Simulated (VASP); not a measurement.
# Bi in VASP: notebook

Bi is run at these levels: LDA; tasks: single point.

Program: VASP 6.6.1. These are calculated values, not measurements. Logs are shortened: lines on timing, memory, paths and dates and some standing lists are left out, and cuts for length are marked.

## Step 1: The cell of the first run

It takes space group Im-3m (No. 229, cubic). The conventional cell has a = 3.844 Å, b = 3.844 Å, c = 3.844 Å, α = 90.00°, β = 90.00°, γ = 90.00°. Bi (site symmetry m-3m) has 14 Bi at 3.33 to 3.84 Å within 4.4 Å.

This isn't the form of Bi at room conditions, which is rhombohedral.

## Step 2: Single point, LDA (strain -0.030 along x and y, -0.030 along z)

The input, INCAR:

```
SYSTEM = Bi
PREC = Accurate
ENCUT = 520
EDIFF = 1E-7
ISMEAR = 0
SIGMA = 0.15
LREAL = .FALSE.
LASPH = .TRUE.
NELM = 80
ALGO = Fast
ISIF = 2
LWAVE = .FALSE.
LCHARG = .FALSE.
NBANDS = 14
```

The input, KPOINTS:

```
Automatic mesh
0
G
  18 18 18
  0 0 0
```

The input, POSCAR:

```
Bi
1.0
   -1.9219876158      1.9219876158      1.9219876158
    1.9219876158     -1.9219876158      1.9219876158
    1.9219876158      1.9219876158     -1.9219876158
Bi
1
Direct
    0.0000000000      0.0000000000      0.0000000000
```

Potentials or basis: VASP PAW LDA potentials, release 64 (Bi_d).

Run with:

```
cat potpaw_LDA.64/Bi_d/POTCAR > POTCAR
mpirun -np 1 vasp_std > vasp.out
```

OUTCAR:

```text
SYSTEM = Bi
   PREC = Accurate
   ENCUT = 520
   EDIFF = 1E-7
   ISMEAR = 0
   LREAL = .FALSE.
   LASPH = .TRUE.
   NELM = 80
   ISIF = 2

 ion  position               nearest neighbor table
   1  0.000  0.000  0.000-

  LATTYP: Found a body centered cubic cell.
 ALAT       =     3.8439752316

  Lattice vectors:

 A1 = (  -1.9219876158,   1.9219876158,   1.9219876158)
 A2 = (   1.9219876158,  -1.9219876158,   1.9219876158)
 A3 = (   1.9219876158,   1.9219876158,  -1.9219876158)

Analysis of symmetry for initial positions (statically):
=====================================================================
 Subroutine PRICEL returns:
 Original cell was already a primitive cell.

 Routine SETGRP: Setting up the symmetry group for a
 body centered cubic supercell.

 Subroutine GETGRP returns: Found 48 space group operations
 (whereof 48 operations were pure point group operations)
 out of a pool of 48 trial point group operations.

The static configuration has the point symmetry O_h .

Analysis of symmetry for dynamics (positions and initial velocities):
=====================================================================
 Subroutine PRICEL returns:
 Original cell was already a primitive cell.

 Routine SETGRP: Setting up the symmetry group for a
 body centered cubic supercell.

 Subroutine GETGRP returns: Found 48 space group operations
 (whereof 48 operations were pure point group operations)
 out of a pool of 48 trial point group operations.

The dynamic configuration has the point symmetry O_h .

 Subroutine INISYM returns: Found 48 space group operations
 (whereof 48 operations are pure point group operations),
 and found     1 'primitive' translations

----------------------------------------------------------------------------------------

                                     Primitive cell

  volume of cell :      28.3996

  direct lattice vectors                    reciprocal lattice vectors
    -1.921987616  1.921987616  1.921987616     0.000000000  0.260147358  0.260147358
     1.921987616 -1.921987616  1.921987616     0.260147358  0.000000000  0.260147358
     1.921987616  1.921987616 -1.921987616     0.260147358  0.260147358  0.000000000

  length of vectors
     3.328980202  3.328980202  3.328980202     0.367903922  0.367903922  0.367903922

  position of ions in fractional coordinates (direct lattice)
     0.000000000  0.000000000  0.000000000

  ion indices of the primitive-cell ions
   primitive index   ion index
                 1           1

----------------------------------------------------------------------------------------

 KPOINTS: Automatic mesh

Automatic generation of k-mesh.
 Grid dimensions read from file:
 generate k-points for:   18   18   18

 Generating k-lattice:

  Cartesian coordinates                     Fractional coordinates (reciprocal lattice)
     0.000000000  0.014452631  0.014452631     0.055555556  0.000000000  0.000000000
     0.014452631  0.000000000  0.014452631     0.000000000  0.055555556  0.000000000
     0.014452631  0.014452631  0.000000000     0.000000000  0.000000000  0.055555556

  Length of vectors
     0.020439107  0.020439107  0.020439107

  Shift w.r.t. Gamma in fractional coordinates (k-lattice)
     0.000000000  0.000000000  0.000000000

 Subroutine IBZKPT returns following result:
 ===========================================

 Found    195 irreducible k-points:

 Following reciprocal coordinates:
            Coordinates               Weight
  0.000000  0.000000  0.000000      1.000000
  0.055556  0.000000  0.000000     12.000000
  0.111111  0.000000  0.000000     12.000000
  0.166667  0.000000  0.000000     12.000000
  0.222222  0.000000  0.000000     12.000000
  0.277778  0.000000  0.000000     12.000000
[... 16 lines left out ...]
  0.333333  0.111111  0.000000     48.000000
  0.388889  0.111111 -0.000000     48.000000
 [... further k-points ...]
   k-points           NKPTS =    195   k-points in BZ     NKDIM =    195   number of bands    NBANDS=     14
   number of dos      NEDOS =    301   number of ions     NIONS =      1
   total plane-waves  NPLWV =  21952
   dimension x,y,z NGX =    28 NGY =   28 NGZ =   28
   dimension x,y,z NGXF=    56 NGYF=   56 NGZF=   56
   ions per type =               1
   NGX,Y,Z   is equivalent  to a cutoff of  13.98, 13.98, 13.98 a.u.
   NGXF,Y,Z  is equivalent  to a cutoff of  27.97, 27.97, 27.97 a.u.
 SYSTEM =  Bi
   PREC   = accura    normal or accurate (medium, high low for compatibility)
   ISTART =      0    job   : 0-new  1-cont  2-samecut
   ICHARG =      2    charge: 1-file 2-atom 10-const
   ISPIN  =      1    spin polarized calculation?
   LNONCOLLINEAR =      F non collinear calculations
   LSORBIT =      F    spin-orbit coupling
   LASPH  =      T    aspherical Exc in radial PAW
   ENCUT  =  520.0 eV  38.22 Ry    6.18 a.u.   6.19  6.19  6.19*2*pi/ulx,y,z
   NELM   =     80;   NELMIN=  2; NELMDL= -5     # of ELM steps
   EDIFF  = 0.1E-06   stopping-criterion for ELM
   LREAL  =      F    real-space projection
   EDIFFG = 0.1E-05   stopping-criterion for IOM
   NSW    =      0    number of steps for IOM
   IBRION =     -1    ionic relax: 0-MD 1-quasi-New 2-CG
   NFREE  =      0    steps in history (QN), initial steepest desc. (CG)
   ISIF   =      2    stress and relaxation
   ISYM   =      2    0-nonsym 1-usesym 2-fastsym
   POTIM  = 0.5000    time-step for ionic-motion
   TEBEG  =    0.0;   TEEND  =   0.0 temperature during run
   PSTRESS=    0.0 pullay stress
   NELECT =      15.0000    total number of electrons
   NUPDOWN=      -1.0000    fix difference up-down
   EMIN   =  10.00;   EMAX   =-10.00  energy-range for DOS
   EFERMI =   0.00;   METHOD = LEGACY
   ISMEAR =     0;   SIGMA  =   0.15  broadening in eV -4-tet -1-fermi 0-gaus
   EFERMI_NEDOS =   21; number of points for ismear=-14 and -15
   IALGO  =     68    algorithm
   IMIX   =      4    mixing-type and parameters
     AMIX     =   0.40;   BMIX     =  1.00
     AMIX_MAG =   1.60;   BMIX_MAG =  1.00
  volume/ion in A,a.u.               =      28.40       191.65
  Fermi-wavevector in a.u.,A,eV,Ry     =   1.323330  2.500730 23.826536  1.751201
  Thomas-Fermi vector in A             =   2.452945
   LORBIT       =      0    0 simple, 1 ext, 2 COOP (PROOUT), +10 PAW based schemes
   GGA     = CA    functional components
   LHFCALC =     F    Hartree Fock is set to
   AEXX    =    0.0000 exact exchange contribution
   IVDW    =     0    specifies the selected vdW correction
   LEPSILON=     F    determine dielectric tensor
   LRPA    =     F    only Hartree local field effects (RPA)
 non-spin polarized calculation
 RMM-DIIS sequential band-by-band and
 Gauss-broadening in eV      SIGMA  =   0.15
  energy-cutoff  :      520.00
  volume of cell :       28.40
 maximum number of plane-waves:       784
 NGX is ok and might be reduce to    28
   NGX = 13   NGY = 13   NGZ = 13

 number of electron      15.0000003 magnetization

 Free energy of the ion-electron system (eV)
  ---------------------------------------------------
  ext. energy  EPLUGINS =         0.00000000
  ---------------------------------------------------
  free energy    TOTEN  =        -4.46041804 eV

  energy without entropy =       -4.45134619  energy(sigma->0) =       -4.45588212

 E-fermi :   8.8932     XC(G=0): -10.9720

 val. band max:        8.8844073071   @ k =  -0.3333   0.3889   0.2778
 cond. band min:       8.8934149253   @ k =   0.3889   0.1111   0.0556
 fundamental gap:      0.0090076183
 Fermi energy:         8.8931766095

 k-point     1 :       0.0000    0.0000    0.0000
  band No.  band energies     occupation
      1     -14.1885      2.00000
      2     -14.1885      2.00000
      3     -14.1885      2.00000
      4     -14.0119      2.00000
      5     -14.0119      2.00000
      6      -5.3354      2.00000
      7      14.6087      0.00000
      8      14.6087      0.00000
      9      14.6087      0.00000
     10      19.3541      0.00000
     11      19.3980      0.00000
     12      19.3980      0.00000
     13      19.3980      0.00000
     14      21.2017      0.00000

 k-point     2 :       0.0556    0.0000    0.0000
  band No.  band energies     occupation
      1     -14.1902      2.00000
      2     -14.1858      2.00000
      3     -14.1801      2.00000
      4     -14.0139      2.00000
      5     -14.0122      2.00000
      6      -5.2726      2.00000
      7      13.9265      0.00000
      8      14.3998      0.00000
      9      14.5428      0.00000
     10      18.8228      0.00000
     11      19.1393      0.00000
     12      19.3100      0.00000
     13      19.8433      0.00000
     14      21.4776      0.00000

 k-point     3 :       0.1111    0.0000    0.0000
  band No.  band energies     occupation
      1     -14.1951      2.00000
      2     -14.1783      2.00000
      3     -14.1557      2.00000
      4     -14.0193      2.00000
      5     -14.0130      2.00000
      6      -5.0846      2.00000
      7      12.4436      0.00000
      8      13.8687      0.00000
      9      14.3488      0.00000
     10      17.9560      0.00000
     11      18.6495      0.00000
     12      19.1969      0.00000
     13      20.6620      0.00000
     14      22.2015      0.00000
[... 324 lines left out ...]
 k-point    23 :       0.3333    0.1111    0.0000
  band No.  band energies     occupation
      1     -14.2243      2.00000
      2     -14.1488      2.00000
      3     -14.0324      2.00000
      4     -14.0236      2.00000
      5     -13.9432      2.00000
      6      -2.3962      2.00000
      7       4.7085      2.00000
      8       9.7055      0.00000
      9      12.1023      0.00000
     10      16.3741      0.00000
     11      18.4777      0.00000
     12      20.1495      0.00000
     13      23.0011      0.00000
     14      26.2110      0.00000

 k-point    24 :       0.3889    0.1111   -0.0000
  band No.  band energies     occupation
      1     -14.2286      2.00000
      2     -14.1505      2.00000
      3     -14.0276      2.00000
      4     -14.0241      2.00000
      5     -13.9224      2.00000
      6      -1.8650      2.00000
      7       3.8189      2.00000
      8       9.4451      0.00000
      9      11.9410      0.00000
     10      16.2304      0.00000
     11      18.3918      0.00000
     12      20.7831      0.00000
     13      22.5470      0.00000
     14      26.7405      0.00000

 [... further k-points ...]

------------------------ aborting loop because EDIFF is reached ----------------------------------------

  FORCE on cell =-STRESS in cart. coord.  units (eV):
  Direction    XX          YY          ZZ          XY          YZ          ZX
  --------------------------------------------------------------------------------------
  -------------------------------------------------------------------------------------
  Total        0.4090271      0.4090271      0.4090271     -0.0000000      0.0000000      0.0000000
  in kB       23.0754884     23.0754884     23.0754884     -0.0000000      0.0000000      0.0000000
  external PRESSURE =      23.0754884 kB  Pullay stress =       0.0000000 kB

 VOLUME and BASIS-vectors are now :
 -----------------------------------------------------------------------------
  energy-cutoff  :      520.00
  volume of cell :       28.40
      direct lattice vectors                 reciprocal lattice vectors
    -1.921987616  1.921987616  1.921987616     0.000000000  0.260147358  0.260147358
     1.921987616 -1.921987616  1.921987616     0.260147358  0.000000000  0.260147358
     1.921987616  1.921987616 -1.921987616     0.260147358  0.260147358  0.000000000

 POSITION                                       TOTAL-FORCE (eV/Angst)
 -----------------------------------------------------------------------------------
      0.00000      0.00000      0.00000        -0.000000      0.000000      0.000000
 -----------------------------------------------------------------------------------
    total drift:                               -0.000000     -0.000000     -0.000000

  FREE ENERGIE OF THE ION-ELECTRON SYSTEM (eV)
  ---------------------------------------------------
  free  energy   TOTEN  =        -4.4604180400 eV

  energy  without entropy=       -4.4513461947  energy(sigma->0) =       -4.45588212
```

Run time: 38 s. Hardware: 1 thread of Intel Xeon 6975P-C (Granite Rapids), shared host; peak memory 0.19 GiB.

What came out:

```
Free energy            : -4.4604 eV
Pressure               : 2.3 GPa
Band gap on the k mesh : zero (an odd number of electrons rules out a gap without spin polarisation)
```

Caveat: the cell differs from its parent crystal (strain -0.030 along x and y, -0.030 along z); spin-orbit coupling is left out, which moves the levels of the heavy elements.

## Step 3: Single point, LDA (strain -0.015 along x and y, -0.030 along z)

The input, INCAR:

```
ALGO     = Fast           # electronic algorithm
EDIFF    = 1E-6           # SCF threshold, eV
ENCUT    = 520            # plane-wave cutoff, eV
ISIF     = 2              # what is computed and relaxed
ISMEAR   = 0              # smearing method
LASPH    = True           # aspherical terms in the spheres
LCHARG   = False          # write CHGCAR
LREAL    = False          # projectors in reciprocal space
LWAVE    = False          # write WAVECAR
NBANDS   = 14             # bands
NELM     = 80             # most SCF steps
PREC     = Accurate       # precision mode
SIGMA    = 0.15           # smearing width, eV
```

The input, KPOINTS:

```
k-points
0
Gamma
  18 18 18
```

The input, POSCAR:

```
Bi
1.0
   -1.9517090738      1.9517090738      1.9219876158
    1.9517090738     -1.9517090738      1.9219876158
    1.9517090738      1.9517090738     -1.9219876158
Bi
1
Direct
    0.0000000000      0.0000000000      0.0000000000
```

Potentials or basis: VASP PAW LDA potentials, release 64 (Bi_d).

Run with:

```
cat potpaw_LDA.64/Bi_d/POTCAR > POTCAR
mpirun -np 1 vasp_std > vasp.out
```

Wall time 83 s (1 thread of Intel Xeon 6975P-C (Granite Rapids), shared host); peak memory 0.28 GiB.

Results (log left out):

| Item | Value |
| --- | --- |
| Free energy | -4.4674 eV |
| Pressure | 0.2 GPa |
| Band gap on the k mesh | zero (an odd number of electrons rules out a gap without spin polarisation) |

Stress tensor (GPa, compression positive):
```
0.18 0.00 0.00
0.00 0.18 0.00
0.00 0.00 0.30
```

Levels at points of the mesh, in eV from the Fermi level:
```tsv
k point	band 4	band 5	band 6	band 7	band 8	band 9	band 10	band 11
(0.00, 0.00, 0.00)	-22.88	-22.88	-13.98	5.46	5.46	5.54	10.03	10.46
(0.50, 0.00, 0.00)	-22.88	-22.78	-10.57	-5.43	1.58	3.50	6.19	7.70
(0.50, 0.50, 0.00)	-22.89	-22.78	-10.64	-5.47	1.75	3.74	6.39	7.94
(0.50, 0.50, 0.50)	-22.81	-22.80	-8.21	-2.06	-2.06	-1.80	3.47	3.61
```

Caveat: the cell differs from its parent crystal (strain -0.015 along x and y, -0.030 along z); spin-orbit coupling is left out, which moves the levels of the heavy elements.

## Step 4: Single point, LDA (strain +0.000 along x and y, -0.030 along z)

The input, INCAR:

```
SYSTEM = Bi
  ALGO = Fast
  EDIFF = 1E-6
  ENCUT = 520
  ISIF = 2
  ISMEAR = 0
  LASPH = .True.
  LCHARG = .True.
  LELF = .True.
  LREAL = .False.
  LVHAR = .True.
  LWAVE = .False.
  NBANDS = 14
  NELM = 60
  PREC = Accurate
  SIGMA = 0.15
```

The input, KPOINTS:

```
k-points
0
Gamma
  18 18 18
  0 0 0
```

The input, POSCAR:

```
Bi
1.0
   -1.9814305318      1.9814305318      1.9219876158
    1.9814305318     -1.9814305318      1.9219876158
    1.9814305318      1.9814305318     -1.9219876158
Bi
1
Direct
    0.0000000000      0.0000000000      0.0000000000
```

Run with:

```
cat potpaw_LDA.64/Bi_d/POTCAR > POTCAR
mpirun -np 1 vasp_std > vasp.out
```

Wall time 89 s (1 thread of Intel Xeon 6975P-C (Granite Rapids), shared host); peak memory 0.28 GiB.

Results (log left out):

```yaml
Free_energy: -4.4636 eV
Pressure: -1.5 GPa
Band_gap_on_the_k_mesh: zero (an odd number of electrons rules out a gap without spin polarisation)
```

Stress tensor (GPa, compression positive):
```
-1.57  0.00  0.00
 0.00 -1.57  0.00
 0.00  0.00 -1.48
```

Levels at points of the mesh, in eV from the Fermi level:
```tsv
k point	band 4	band 5	band 6	band 7	band 8	band 9	band 10	band 11
(0.00, 0.00, 0.00)	-22.87	-22.85	-13.75	5.21	5.21	5.37	9.61	10.42
(0.50, 0.00, 0.00)	-22.86	-22.77	-10.50	-5.23	1.49	3.34	6.02	7.55
(0.50, 0.50, 0.00)	-22.87	-22.77	-10.63	-5.29	1.81	3.81	6.41	8.02
(0.50, 0.50, 0.50)	-22.79	-22.78	-8.32	-2.06	-2.06	-1.55	3.44	3.72
```

Caveat: the cell differs from its parent crystal (strain +0.000 along x and y, -0.030 along z); spin-orbit coupling is left out, which moves the levels of the heavy elements.

## Step 5: Single point, LDA (strain +0.015 along x and y, -0.030 along z)

The input, INCAR:

```
SYSTEM = Bi
  PREC = Accurate
  ENCUT = 520
  EDIFF = 1E-6
  ISMEAR = 0
  SIGMA = 0.15
  LREAL = .False.
  LASPH = .True.
  NELM = 60
  ALGO = Fast
  ISIF = 2
  LWAVE = .False.
  LCHARG = .True.
  GGA = CA
  LELF = .True.
  LVHAR = .True.
  NBANDS = 14
```

The input, KPOINTS:

```
regular mesh
0
Gamma
  18 18 18
  0 0 0
```

The input, POSCAR:

```
Bi
1.0
   -2.0111519898      2.0111519898      1.9219876158
    2.0111519898     -2.0111519898      1.9219876158
    2.0111519898      2.0111519898     -1.9219876158
Bi
1
Direct
    0.0000000000      0.0000000000      0.0000000000
```

Run with:

```
cat potpaw_LDA.64/Bi_d/POTCAR > POTCAR
mpirun -np 1 vasp_std > vasp.out
```

It took 85 s on 1 thread of Intel Xeon 6975P-C (Granite Rapids), shared host; peak memory 0.29 GiB.

It converged, with:

* Free energy: -4.4502 eV
* Pressure: -3.1 GPa
* Band gap on the k mesh: zero (an odd number of electrons rules out a gap without spin polarisation)

Stress tensor (GPa, compression positive):
```
-3.16  0.00  0.00
 0.00 -3.16  0.00
 0.00  0.00 -2.99
```

Levels at points of the mesh, in eV from the Fermi level:
```csv
k point,band 5,band 6,band 7,band 8,band 9,band 10
"(0.00, 0.00, 0.00)",-22.83,-13.54,4.97,4.97,5.21,9.21
"(0.50, 0.00, 0.00)",-22.75,-10.43,-5.03,1.40,3.20,5.87
"(0.50, 0.50, 0.00)",-22.76,-10.62,-5.13,1.86,3.86,6.43
"(0.50, 0.50, 0.50)",-22.77,-8.42,-2.05,-2.05,-1.32,3.42
```

Caveat: the cell differs from its parent crystal (strain +0.015 along x and y, -0.030 along z); the cell stands under tension; spin-orbit coupling is left out, which moves the levels of the heavy elements.

## Step 6: The runs side by side

```tsv
cell	further INCAR settings	gap on the mesh (eV)	pressure (GPa)
a = 3.329 Å, angles 109.5°, 1 atom	ALGO = Fast; EDIFF = 1e-07; NBANDS = 14	none	2.3
a = 3.363 Å, angles 109.1, 109.1, 110.3°, 1 atom	ALGO = Fast; EDIFF = 1e-06; NBANDS = 14	none	0.2
a = 3.398 Å, angles 108.7, 108.7, 111.1°, 1 atom	ALGO = Fast; EDIFF = 1e-06; NBANDS = 14	none	-1.5
a = 3.433 Å, angles 108.3, 108.3, 111.9°, 1 atom	ALGO = Fast; EDIFF = 1e-06; NBANDS = 14	none	-3.1
```

Alike in all rows: task single point; level LDA; potentials or basis VASP PAW LDA potentials, release 64 (Bi_d); no spin polarisation; k mesh 18 × 18 × 18; cutoff (eV) 520; smearing gaussian 0.15 eV.

Caveats: spin-orbit coupling is left out, which moves the levels of the heavy elements; the cell stands under tension (at least some runs).

Total energies depend on the potentials used, so only differences within one code and one set of settings carry meaning.
